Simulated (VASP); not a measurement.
# Cs (Im-3m) in VASP: single point with PBE

Aim: the single point of Cs with PBE.

Everything below comes from runs of VASP 6.6.1. Logs are shortened: lines on timing, memory, paths and dates and some standing lists are left out, and cuts for length are marked.

**1. The cell of the first run**

The structure is cubic, space group Im-3m (No. 229). The conventional cell has a = 6.154 Å, b = 6.154 Å, c = 6.154 Å, α = 90.00°, β = 90.00°, γ = 90.00°.

**2. Single point, PBE**

INCAR reads:

```
SYSTEM = Cs
PREC = Accurate ; ENCUT = 520
EDIFF = 1E-6 ; ISMEAR = -1
SIGMA = 0.08 ; LREAL = .FALSE.
LASPH = .TRUE. ; NELM = 100
ALGO = Normal ; ISIF = 2
LWAVE = .FALSE. ; LCHARG = .FALSE.
GGA = PE ; NBANDS = 16
```

KPOINTS reads:

```
Automatic mesh
0
G
  6 6 6
  0 0 0
```

POSCAR reads:

```
Cs
1.0
    6.1543120882      0.0000000000      0.0000000000
    0.0000000000      6.1543120882      0.0000000000
    0.0000000000      0.0000000000      6.1543120882
Cs
2
Direct
    0.0000000000      0.0000000000      0.0000000000
    0.5000000000      0.5000000000      0.5000000000
```

Potentials or basis: VASP PAW PBE potentials, release 64 (Cs_sv).

Launch:

```
$ cat potpaw_PBE.64/Cs_sv/POTCAR > POTCAR
$ mpirun -np 1 vasp_std > vasp.out
```

OUTCAR:

```text
SYSTEM = Cs
   PREC = Accurate
   ENCUT = 520
   EDIFF = 1E-6
   ISMEAR = -1
   LREAL = .FALSE.
   LASPH = .TRUE.
   NELM = 100
   ISIF = 2
   GGA = PE

 ion  position               nearest neighbor table
   1  0.000  0.000  0.000-
   2  0.500  0.500  0.500-

  LATTYP: Found a simple cubic cell.
 ALAT       =     6.1543120882

  Lattice vectors:

 A1 = (   6.1543120882,   0.0000000000,   0.0000000000)
 A2 = (   0.0000000000,   6.1543120882,   0.0000000000)
 A3 = (   0.0000000000,   0.0000000000,   6.1543120882)

Analysis of symmetry for initial positions (statically):
=====================================================================
 Subroutine PRICEL returns following result:

  LATTYP: Found a body centered cubic cell.
 ALAT       =     6.1543120882

  Lattice vectors:

 A1 = (   3.0771560441,   3.0771560441,  -3.0771560441)
 A2 = (  -3.0771560441,   3.0771560441,   3.0771560441)
 A3 = (   3.0771560441,  -3.0771560441,   3.0771560441)

   2 primitive cells build up your supercell.

 Routine SETGRP: Setting up the symmetry group for a
 simple cubic supercell.

 Subroutine GETGRP returns: Found 48 space group operations
 (whereof 48 operations were pure point group operations)
 out of a pool of 48 trial point group operations.

The static configuration has the point symmetry O_h .

Analysis of symmetry for dynamics (positions and initial velocities):
=====================================================================
 Subroutine PRICEL returns following result:

  LATTYP: Found a body centered cubic cell.
 ALAT       =     6.1543120882

  Lattice vectors:

 A1 = (   3.0771560441,   3.0771560441,  -3.0771560441)
 A2 = (  -3.0771560441,   3.0771560441,   3.0771560441)
 A3 = (   3.0771560441,  -3.0771560441,   3.0771560441)

   2 primitive cells build up your supercell.

 Routine SETGRP: Setting up the symmetry group for a
 simple cubic supercell.

 Subroutine GETGRP returns: Found 48 space group operations
[... 84 lines left out ...]
   NGX,Y,Z   is equivalent  to a cutoff of  12.97, 12.97, 12.97 a.u.
   NGXF,Y,Z  is equivalent  to a cutoff of  25.93, 25.93, 25.93 a.u.
 SYSTEM =  Cs
   PREC   = accura    normal or accurate (medium, high low for compatibility)
   ISTART =      0    job   : 0-new  1-cont  2-samecut
   ICHARG =      2    charge: 1-file 2-atom 10-const
   ISPIN  =      1    spin polarized calculation?
   LNONCOLLINEAR =      F non collinear calculations
   LSORBIT =      F    spin-orbit coupling
   LASPH  =      T    aspherical Exc in radial PAW
   ENCUT  =  520.0 eV  38.22 Ry    6.18 a.u.  11.44 11.44 11.44*2*pi/ulx,y,z
   NELM   =    100;   NELMIN=  2; NELMDL= -5     # of ELM steps
   EDIFF  = 0.1E-05   stopping-criterion for ELM
   LREAL  =      F    real-space projection
   EDIFFG = 0.1E-04   stopping-criterion for IOM
   NSW    =      0    number of steps for IOM
   IBRION =     -1    ionic relax: 0-MD 1-quasi-New 2-CG
   NFREE  =      0    steps in history (QN), initial steepest desc. (CG)
   ISIF   =      2    stress and relaxation
   ISYM   =      2    0-nonsym 1-usesym 2-fastsym
   POTIM  = 0.5000    time-step for ionic-motion
   TEBEG  =    0.0;   TEEND  =   0.0 temperature during run
   PSTRESS=    0.0 pullay stress
   NELECT =      18.0000    total number of electrons
   NUPDOWN=      -1.0000    fix difference up-down
   EMIN   =  10.00;   EMAX   =-10.00  energy-range for DOS
   EFERMI =   0.00;   METHOD = LEGACY
   ISMEAR =    -1;   SIGMA  =   0.08  broadening in eV -4-tet -1-fermi 0-gaus
   EFERMI_NEDOS =   21; number of points for ismear=-14 and -15
   IALGO  =     38    algorithm
   IMIX   =      4    mixing-type and parameters
     AMIX     =   0.40;   BMIX     =  1.00
     AMIX_MAG =   1.60;   BMIX_MAG =  1.00
  volume/ion in A,a.u.               =     116.55       786.51
  Fermi-wavevector in a.u.,A,eV,Ry     =   0.697139  1.317402  6.612473  0.486003
  Thomas-Fermi vector in A             =   1.780384
   LORBIT       =      0    0 simple, 1 ext, 2 COOP (PROOUT), +10 PAW based schemes
   GGA     = PE    functional components
   LHFCALC =     F    Hartree Fock is set to
   AEXX    =    0.0000 exact exchange contribution
   IVDW    =     0    specifies the selected vdW correction
   LEPSILON=     F    determine dielectric tensor
   LRPA    =     F    only Hartree local field effects (RPA)
 non-spin polarized calculation
  energy-cutoff  :      520.00
  volume of cell :      233.10
 maximum number of plane-waves:      6311
 NGX is ok and might be reduce to    48
   NGX = 23   NGY = 23   NGZ = 23

 number of electron      18.0000005 magnetization

 Free energy of the ion-electron system (eV)
  ---------------------------------------------------
  ext. energy  EPLUGINS =         0.00000000
  ---------------------------------------------------
  free energy    TOTEN  =        -1.73074504 eV

  energy without entropy =       -1.67908703  energy(sigma->0) =       -1.70491603

 E-fermi :   0.4066     XC(G=0):  -5.3733

 val. band max:        0.3100374080   @ k =   0.3333   0.3333   0.3333
 cond. band min:       0.4459084320   @ k =   0.5000   0.3333   0.1667
 fundamental gap:      0.1358710240
 Fermi energy:         0.4066373278

 k-point     1 :       0.0000    0.0000    0.0000
  band No.  band energies     occupation
      1     -23.4441      2.00000
      2     -23.4329      2.00000
      3     -10.2827      2.00000
      4     -10.2827      2.00000
      5     -10.2827      2.00000
      6     -10.1892      2.00000
[... 357 lines left out ...]
      3     -10.2536      2.00000
      4     -10.2536      2.00000
      5     -10.2536      2.00000
      6     -10.2536      2.00000
[... 8 lines left out ...]
     15       2.7684      0.00000
     16       2.7684      0.00000

------------------------ aborting loop because EDIFF is reached ----------------------------------------

  FORCE on cell =-STRESS in cart. coord.  units (eV):
  Direction    XX          YY          ZZ          XY          YZ          ZX
  --------------------------------------------------------------------------------------
  -------------------------------------------------------------------------------------
  Total       -0.0075115     -0.0075115     -0.0075115      0.0000000      0.0000000     -0.0000000
  in kB       -0.0516299     -0.0516299     -0.0516299      0.0000000      0.0000000     -0.0000000
  external PRESSURE =      -0.0516299 kB  Pullay stress =       0.0000000 kB

 VOLUME and BASIS-vectors are now :
 -----------------------------------------------------------------------------
  energy-cutoff  :      520.00
  volume of cell :      233.10
      direct lattice vectors                 reciprocal lattice vectors
     6.154312088  0.000000000  0.000000000     0.162487697  0.000000000  0.000000000
     0.000000000  6.154312088  0.000000000     0.000000000  0.162487697  0.000000000
     0.000000000  0.000000000  6.154312088     0.000000000  0.000000000  0.162487697

 POSITION                                       TOTAL-FORCE (eV/Angst)
 -----------------------------------------------------------------------------------
      0.00000      0.00000      0.00000         0.000000      0.000000      0.000000
      3.07716      3.07716      3.07716        -0.000000     -0.000000     -0.000000
 -----------------------------------------------------------------------------------
    total drift:                                0.000000     -0.000000     -0.000000

  FREE ENERGIE OF THE ION-ELECTRON SYSTEM (eV)
  ---------------------------------------------------
  free  energy   TOTEN  =        -1.7307450366 eV

  energy  without entropy=       -1.6790870258  energy(sigma->0) =       -1.70491603
```

It took 63 s on 1 thread of Intel Xeon 8259CL, shared host; peak memory 0.33 GiB.

What came out:

| Property | Result |
| --- | --- |
| Free energy | -1.7307 eV |
| Pressure | 0.0 GPa |
| Band gap on the k mesh | zero (bands 9 and 10 overlap by 1.44 eV) |

Caveat: spin-orbit coupling is left out, which moves the levels of the heavy elements.
